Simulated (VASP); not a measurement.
Here is a VASP 6.6.1 calculation.

The input INCAR:

```
ALGO = Normal
EDIFF = 1E-6
ENCUT = 520
ISIF = 2
ISMEAR = 0
LASPH = T
LCHARG = F
LREAL = F
LWAVE = F
NBANDS = 16
NELM = 60
PREC = Accurate
SIGMA = 0.05
```

The input KPOINTS:

```
k-points
0
Gamma
  8 8 8
```

The input POSCAR:

```
CdTe
1.0
    0.0000000000      3.3781655530      2.9942967143
    2.9942967143      0.0000000000      2.9942967143
    2.9942967143      3.3781655530      0.0000000000
Cd Te
1 1
Direct
    0.0000000000      0.0000000000      0.0000000000
    0.7500000000      0.7500000000      0.7500000000
```

Potentials or basis: VASP PAW LDA potentials, release 64 (Cd, Te).

Launch:

```console
$ cat potpaw_LDA.64/Cd/POTCAR potpaw_LDA.64/Te/POTCAR > POTCAR
$ mpirun -np 1 vasp_std > vasp.out
```

**Question.** Estimate the pressure.

**Answer.** 4.7 GPa.

**Question.** Predict the band gap on the k mesh.

**Answer.** 0.68 eV, direct.

Stress tensor (GPa, compression positive):
```
5.48 0.00 0.00
0.00 3.08 0.00
0.00 0.00 5.48
```

Caveat: spin-orbit coupling is left out, which moves the levels of the heavy elements.
